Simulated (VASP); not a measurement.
# Ge (P6_3/mmc) in VASP: further runs

Runs on Ge. Level: PBE. Tasks: single point.

Program: VASP 6.6.1. These are calculated values, not measurements. Logs are shortened: lines on timing, memory, paths and dates and some standing lists are left out, and cuts for length are marked.

### Step 1. The cell of the first run

It takes space group P6_3/mmc (No. 194, hexagonal). Conventional cell: a = 4.122 Å, b = 4.122 Å, c = 12.978 Å, α = 90.00°, β = 90.00°, γ = 120.00°. Ge (site symmetry 3m) has 4 Ge at 2.13 to 2.57 Å within 2.8 Å. Ge (site symmetry 3m) has 4 Ge at 2.45 to 2.57 Å within 3.2 Å.

This isn't the form of Ge at room conditions, which is diamond.

### Step 2. Single point, PBE

Contents of INCAR:

```
ALGO     = Fast           # electronic algorithm
EDIFF    = 1E-6           # SCF threshold, eV
ENCUT    = 520            # plane-wave cutoff, eV
GGA      = PE             # functional
ISIF     = 2              # what is computed and relaxed
ISMEAR   = 0              # smearing method
LASPH    = T              # aspherical terms in the spheres
LCHARG   = F              # write CHGCAR
LREAL    = F              # projectors in reciprocal space
LWAVE    = F              # write WAVECAR
NBANDS   = 66             # bands
NELM     = 60             # most SCF steps
PREC     = Accurate       # precision mode
SIGMA    = 0.15           # smearing width, eV
```

Contents of KPOINTS:

```
k-points
0
Gamma
  15 15 4
```

Contents of POSCAR:

```
Ge
1.0
    4.1215611567      0.0000000000      0.0000000000
   -2.0607805784      3.5693766649      0.0000000000
    0.0000000000      0.0000000000     12.9783839263
Ge
8
Direct
    0.0000000000      0.0000000000      0.4180222316
    0.0000000000      0.0000000000      0.5819777684
    0.0000000000      0.0000000000      0.9180222316
    0.0000000000      0.0000000000      0.0819777684
    0.3333333333      0.6666666667      0.3442031336
    0.6666666667      0.3333333333      0.6557968664
    0.6666666667      0.3333333333      0.8442031336
    0.3333333333      0.6666666667      0.1557968664
```

Potentials or basis: VASP PAW PBE potentials, release 64 (Ge_d).

On the command line:

```console
$ cat potpaw_PBE.64/Ge_d/POTCAR > POTCAR
$ mpirun -np 1 vasp_std > vasp.out
```

OUTCAR:

```text
EDIFF = 1E-6
   ENCUT = 520
   GGA = PE
   ISIF = 2
   ISMEAR = 0
   LASPH = T
   LREAL = F
   NELM = 60
   PREC = Accurate

 ion  position               nearest neighbor table
   1  0.000  0.000  0.418-   2 2.13   5 2.57   5 2.57   5 2.57
   2  0.000  0.000  0.582-   1 2.13   6 2.57   6 2.57   6 2.57
   3  0.000  0.000  0.918-   4 2.13   7 2.57   7 2.57   7 2.57
   4  0.000  0.000  0.082-   3 2.13   8 2.57   8 2.57   8 2.57
   5  0.333  0.667  0.344-   8 2.45   1 2.57   1 2.57   1 2.57
   6  0.667  0.333  0.656-   7 2.45   2 2.57   2 2.57   2 2.57
   7  0.667  0.333  0.844-   6 2.45   3 2.57   3 2.57   3 2.57
   8  0.333  0.667  0.156-   5 2.45   4 2.57   4 2.57   4 2.57

  LATTYP: Found a hexagonal cell.
 ALAT       =     4.1215611567
 C/A-ratio  =     3.1489000000

  Lattice vectors:

 A1 = (   4.1215611567,   0.0000000000,   0.0000000000)
 A2 = (  -2.0607805784,   3.5693766649,   0.0000000000)
 A3 = (   0.0000000000,   0.0000000000,  12.9783839263)

Analysis of symmetry for initial positions (statically):
=====================================================================
 Subroutine PRICEL returns:
 Original cell was already a primitive cell.

 Routine SETGRP: Setting up the symmetry group for a
 hexagonal supercell.

 Subroutine GETGRP returns: Found 24 space group operations
 (whereof 12 operations were pure point group operations)
 out of a pool of 24 trial point group operations.

The static configuration has the point symmetry D_3d.
 The point group associated with its full space group is D_6h.

Analysis of symmetry for dynamics (positions and initial velocities):
=====================================================================
 Subroutine PRICEL returns:
 Original cell was already a primitive cell.

 Routine SETGRP: Setting up the symmetry group for a
 hexagonal supercell.

 Subroutine GETGRP returns: Found 24 space group operations
 (whereof 12 operations were pure point group operations)
 out of a pool of 24 trial point group operations.

The dynamic configuration has the point symmetry D_3d.
 The point group associated with its full space group is D_6h.

 Subroutine INISYM returns: Found 24 space group operations
 (whereof 12 operations are pure point group operations),
 and found     1 'primitive' translations

----------------------------------------------------------------------------------------

                                     Primitive cell

  volume of cell :     190.9303

  direct lattice vectors                    reciprocal lattice vectors
     4.121561157  0.000000000  0.000000000     0.242626510  0.140080481  0.000000000
    -2.060780578  3.569376665  0.000000000     0.000000000  0.280160962  0.000000000
     0.000000000  0.000000000 12.978383926     0.000000000  0.000000000  0.077051196

  length of vectors
     4.121561157  4.121561157 12.978383926     0.280160962  0.280160962  0.077051196

  position of ions in fractional coordinates (direct lattice)
     0.000000000  0.000000000  0.418022232
     0.000000000  0.000000000  0.581977768
     0.000000000  0.000000000  0.918022232
     0.000000000  0.000000000  0.081977768
     0.333333333  0.666666667  0.344203134
     0.666666667  0.333333333  0.655796866
     0.666666667  0.333333333  0.844203134
     0.333333333  0.666666667  0.155796866

  ion indices of the primitive-cell ions
   primitive index   ion index
                 1           1
                 2           2
                 3           3
                 4           4
                 5           5
                 6           6
                 7           7
                 8           8

----------------------------------------------------------------------------------------

 KPOINTS: k-points

Automatic generation of k-mesh.
 Grid dimensions read from file:
 generate k-points for:   15   15    4

 Generating k-lattice:

  Cartesian coordinates                     Fractional coordinates (reciprocal lattice)
     0.016175101  0.009338699  0.000000000     0.066666667  0.000000000  0.000000000
     0.000000000  0.018677397  0.000000000     0.000000000  0.066666667  0.000000000
     0.000000000  0.000000000  0.019262799     0.000000000  0.000000000  0.250000000

  Length of vectors
     0.018677397  0.018677397  0.019262799

  Shift w.r.t. Gamma in fractional coordinates (k-lattice)
     0.000000000  0.000000000  0.000000000

 Subroutine IBZKPT returns following result:
 ===========================================

 Found     81 irreducible k-points:

 Following reciprocal coordinates:
            Coordinates               Weight
  0.000000  0.000000  0.000000      1.000000
  0.066667  0.000000  0.000000      6.000000
  0.133333  0.000000  0.000000      6.000000
  0.200000  0.000000  0.000000      6.000000
  0.266667  0.000000  0.000000      6.000000
  0.333333  0.000000  0.000000      6.000000
[... 16 lines left out ...]
  0.333333  0.200000  0.000000     12.000000
  0.400000  0.200000  0.000000      6.000000
 [... further k-points ...]
   k-points           NKPTS =     81   k-points in BZ     NKDIM =     81   number of bands    NBANDS=     66
   number of dos      NEDOS =    301   number of ions     NIONS =      8
   total plane-waves  NPLWV = 100352
   dimension x,y,z NGX =    32 NGY =   32 NGZ =   98
   dimension x,y,z NGXF=    64 NGYF=   64 NGZF=  196
   ions per type =               8
   NGX,Y,Z   is equivalent  to a cutoff of  12.91, 12.91, 12.55 a.u.
   NGXF,Y,Z  is equivalent  to a cutoff of  25.81, 25.81, 25.11 a.u.
 SYSTEM =  unknown system
   PREC   = accura    normal or accurate (medium, high low for compatibility)
   ISTART =      0    job   : 0-new  1-cont  2-samecut
   ICHARG =      2    charge: 1-file 2-atom 10-const
   ISPIN  =      1    spin polarized calculation?
   LNONCOLLINEAR =      F non collinear calculations
   LSORBIT =      F    spin-orbit coupling
   LASPH  =      T    aspherical Exc in radial PAW
   ENCUT  =  520.0 eV  38.22 Ry    6.18 a.u.   7.66  7.66 24.13*2*pi/ulx,y,z
   NELM   =     60;   NELMIN=  2; NELMDL= -5     # of ELM steps
   EDIFF  = 0.1E-05   stopping-criterion for ELM
   LREAL  =      F    real-space projection
   EDIFFG = 0.1E-04   stopping-criterion for IOM
   NSW    =      0    number of steps for IOM
   IBRION =     -1    ionic relax: 0-MD 1-quasi-New 2-CG
   NFREE  =      0    steps in history (QN), initial steepest desc. (CG)
   ISIF   =      2    stress and relaxation
   ISYM   =      2    0-nonsym 1-usesym 2-fastsym
   POTIM  = 0.5000    time-step for ionic-motion
   TEBEG  =    0.0;   TEEND  =   0.0 temperature during run
   PSTRESS=    0.0 pullay stress
   NELECT =     112.0000    total number of electrons
   NUPDOWN=      -1.0000    fix difference up-down
   EMIN   =  10.00;   EMAX   =-10.00  energy-range for DOS
   EFERMI =   0.00;   METHOD = LEGACY
   ISMEAR =     0;   SIGMA  =   0.15  broadening in eV -4-tet -1-fermi 0-gaus
   EFERMI_NEDOS =   21; number of points for ismear=-14 and -15
   IALGO  =     68    algorithm
   IMIX   =      4    mixing-type and parameters
     AMIX     =   0.40;   BMIX     =  1.00
     AMIX_MAG =   1.60;   BMIX_MAG =  1.00
  volume/ion in A,a.u.               =      23.87       161.06
  Fermi-wavevector in a.u.,A,eV,Ry     =   1.370427  2.589732 25.552698  1.878070
  Thomas-Fermi vector in A             =   2.496214
   LORBIT       =      0    0 simple, 1 ext, 2 COOP (PROOUT), +10 PAW based schemes
   GGA     = PE    functional components
   LHFCALC =     F    Hartree Fock is set to
   AEXX    =    0.0000 exact exchange contribution
   IVDW    =     0    specifies the selected vdW correction
   LEPSILON=     F    determine dielectric tensor
   LRPA    =     F    only Hartree local field effects (RPA)
 non-spin polarized calculation
 RMM-DIIS sequential band-by-band and
 Gauss-broadening in eV      SIGMA  =   0.15
  energy-cutoff  :      520.00
  volume of cell :      190.93
 maximum number of plane-waves:      5215
 NGX is ok and might be reduce to    32
   NGX = 15   NGY = 15   NGZ = 49

 number of electron     112.0000008 magnetization

 Free energy of the ion-electron system (eV)
  ---------------------------------------------------
  ext. energy  EPLUGINS =         0.00000000
  ---------------------------------------------------
  free energy    TOTEN  =       -34.54937729 eV

  energy without entropy =      -34.54276025  energy(sigma->0) =      -34.54606877

 E-fermi :   4.6471     XC(G=0):  -9.6693

 val. band max:        4.5892357973   @ k =   0.0667   0.0667   0.0000
 cond. band min:       4.6492525480   @ k =   0.1333   0.0000   0.0000
 fundamental gap:      0.0600167507
 Fermi energy:         4.6470953698

 k-point     1 :       0.0000    0.0000    0.0000
  band No.  band energies     occupation
      1     -20.6455      2.00000
      2     -20.6447      2.00000
      3     -20.4252      2.00000
      4     -20.4252      2.00000
      5     -20.4230      2.00000
      6     -20.4230      2.00000
[... 58 lines left out ...]
     65       8.0085      0.00000
     66       8.0360      0.00000

 k-point     2 :       0.0667    0.0000    0.0000
  band No.  band energies     occupation
      1     -20.6457      2.00000
      2     -20.6448      2.00000
      3     -20.4252      2.00000
      4     -20.4249      2.00000
      5     -20.4227      2.00000
      6     -20.4225      2.00000
[... 58 lines left out ...]
     65       8.0322      0.00000
     66       8.1051      0.00000

 k-point     3 :       0.1333    0.0000    0.0000
  band No.  band energies     occupation
      1     -20.6462      2.00000
      2     -20.6452      2.00000
      3     -20.4251      2.00000
      4     -20.4240      2.00000
      5     -20.4219      2.00000
      6     -20.4212      2.00000
[... 1438 lines left out ...]
     65       9.1728      0.00000
     66       9.8656      0.00000

 k-point    24 :       0.4000    0.2000    0.0000
  band No.  band energies     occupation
      1     -20.6498      2.00000
      2     -20.6478      2.00000
      3     -20.4217      2.00000
      4     -20.4187      2.00000
      5     -20.4140      2.00000
      6     -20.4106      2.00000
[... 58 lines left out ...]
     65       9.0834      0.00000
     66       9.7234      0.00000

 [... further k-points ...]
[... 5 lines left out ...]
  --------------------------------------------------------------------------------------
  -------------------------------------------------------------------------------------
  Total       -4.3402419     -4.3402419     19.4193953      0.0000000      0.0000000      0.0000000
  in kB      -36.4208241    -36.4208241    162.9564440      0.0000000      0.0000000      0.0000000
  external PRESSURE =      30.0382653 kB  Pullay stress =       0.0000000 kB

 VOLUME and BASIS-vectors are now :
 -----------------------------------------------------------------------------
  energy-cutoff  :      520.00
  volume of cell :      190.93
      direct lattice vectors                 reciprocal lattice vectors
     4.121561157  0.000000000  0.000000000     0.242626510  0.140080481  0.000000000
    -2.060780578  3.569376665  0.000000000     0.000000000  0.280160962  0.000000000
     0.000000000  0.000000000 12.978383926     0.000000000  0.000000000  0.077051196

 POSITION                                       TOTAL-FORCE (eV/Angst)
 -----------------------------------------------------------------------------------
      0.00000      0.00000      5.42525         0.000000     -0.000000     -5.176897
      0.00000      0.00000      7.55313         0.000000     -0.000000      5.176897
      0.00000      0.00000     11.91444        -0.000000     -0.000000     -5.176897
      0.00000      0.00000      1.06394         0.000000     -0.000000      5.176897
     -0.00000      2.37958      4.46720        -0.000000     -0.000000      0.892276
      2.06078      1.18979      8.51118        -0.000000      0.000000     -0.892276
      2.06078      1.18979     10.95639         0.000000      0.000000      0.892276
     -0.00000      2.37958      2.02199        -0.000000      0.000000     -0.892276
 -----------------------------------------------------------------------------------
    total drift:                               -0.000000      0.000000      0.000000

  FREE ENERGIE OF THE ION-ELECTRON SYSTEM (eV)
  ---------------------------------------------------
  free  energy   TOTEN  =       -34.5493772887 eV

  energy  without entropy=      -34.5427602527  energy(sigma->0) =      -34.54606877
```

It took 24 min on 1 thread of Oxide Virtual Turin-like, shared host; peak memory 0.72 GiB.

Results:

```yaml
Free_energy: -34.5494 eV
Pressure: 3.0 GPa
Largest_force: 5.177 eV/Å
Band_gap_on_the_k_mesh: zero (bands 56 and 57 overlap by 0.52 eV)
```

Forces in eV/Å, atoms in the order of the input:
```
Ge   0.000  0.000 -5.177
Ge   0.000  0.000  5.177
Ge   0.000  0.000 -5.177
Ge   0.000  0.000  5.177
Ge   0.000  0.000  0.892
Ge   0.000  0.000 -0.892
Ge   0.000  0.000  0.892
Ge   0.000  0.000 -0.892
```

Levels at points of the mesh, in eV from the Fermi level:
```csv
k point,band 52,band 53,band 54,band 55,band 56,band 57,band 58,band 59,band 60,band 61
"(0.00, 0.00, 0.00)",-0.93,-0.81,-0.81,-0.55,-0.06,0.27,0.27,0.44,0.68,1.77
"(0.00, 0.00, 0.50)",-1.57,-0.26,-0.26,-0.26,-0.26,0.05,0.05,0.80,0.80,2.41
```

Caveat: the cell differs from its parent crystal (atoms shifted along a free coordinate, c/a of the conventional cell at fixed volume 3.1489); the stress differs along the axes, from -4 to 16 GPa; semilocal functionals underestimate gaps, and a narrow one can read as zero; forces of over 1 eV/Å act on the atoms, so gaps and moduli don't describe the material at rest.

### Step 3. Single point, PBE (23.87 Å³/atom, c/a of the conventional cell at fixed volume 3.1489)

Contents of INCAR:

```
PREC = Accurate
ENCUT = 520
EDIFF = 1E-6
ISMEAR = 0
SIGMA = 0.15
LREAL = F
LASPH = T
NELM = 60
ALGO = Fast
ISIF = 2
LWAVE = F
LCHARG = F
GGA = PE
NBANDS = 66
```

Contents of KPOINTS:

```
regular mesh
0
Gamma
  15 15 4
```

Contents of POSCAR:

```
Ge
1.0
    4.1215611567      0.0000000000      0.0000000000
   -2.0607805784      3.5693766649      0.0000000000
    0.0000000000      0.0000000000     12.9783839263
Ge
8
Direct
    0.0000000000      0.0000000000      0.4067747625
    0.0000000000      0.0000000000      0.5932252375
    0.0000000000      0.0000000000      0.9067747625
    0.0000000000      0.0000000000      0.0932252375
    0.3333333333      0.6666666667      0.3442031336
    0.6666666667      0.3333333333      0.6557968664
    0.6666666667      0.3333333333      0.8442031336
    0.3333333333      0.6666666667      0.1557968664
```

Potentials or basis: VASP PAW PBE potentials, release 64 (Ge_d).

On the command line:

```console
$ cat potpaw_PBE.64/Ge_d/POTCAR > POTCAR
$ mpirun -np 1 vasp_std > vasp.out
```

It took 26 min on 1 thread of Oxide Virtual Turin-like, shared host; peak memory 0.72 GiB.

It converged, with:

```yaml
Free_energy: -35.9761 eV
Pressure: 0.1 GPa
Largest_force: 0.394 eV/Å
Band_gap_on_the_k_mesh: zero (bands 56 and 57 overlap by 0.21 eV)
```

Forces on the atoms (eV/Å):
```
Ge   0.000  0.000 -0.388
Ge   0.000  0.000  0.388
Ge   0.000  0.000 -0.388
Ge   0.000  0.000  0.388
Ge   0.000  0.000  0.394
Ge   0.000  0.000 -0.394
Ge   0.000  0.000  0.394
Ge   0.000  0.000 -0.394
```

Stress tensor (GPa, compression positive):
```
-2.07  0.00  0.00
 0.00 -2.07  0.00
 0.00  0.00  4.55
```

Levels at points of the mesh, in eV from the Fermi level:
| k point | band 52 | band 53 | band 54 | band 55 | band 56 | band 57 | band 58 | band 59 | band 60 | band 61 |
| --- | --- | --- | --- | --- | --- | --- | --- | --- | --- | --- |
| (0.00, 0.00, 0.00) | -0.90 | -0.90 | -0.42 | -0.41 | -0.03 | 0.07 | 0.07 | 0.15 | 0.50 | 2.21 |
| (0.00, 0.00, 0.50) | -1.39 | -0.32 | -0.32 | -0.32 | -0.32 | -0.22 | -0.22 | 0.84 | 0.84 | 2.63 |

Caveat: the cell differs from its parent crystal (c/a of the conventional cell at fixed volume 3.1489); the stress differs along the axes, from -2 to 5 GPa; semilocal functionals underestimate gaps, and a narrow one can read as zero.

The gap in the log of VASP goes by the Fermi energy; the results here count the filled bands.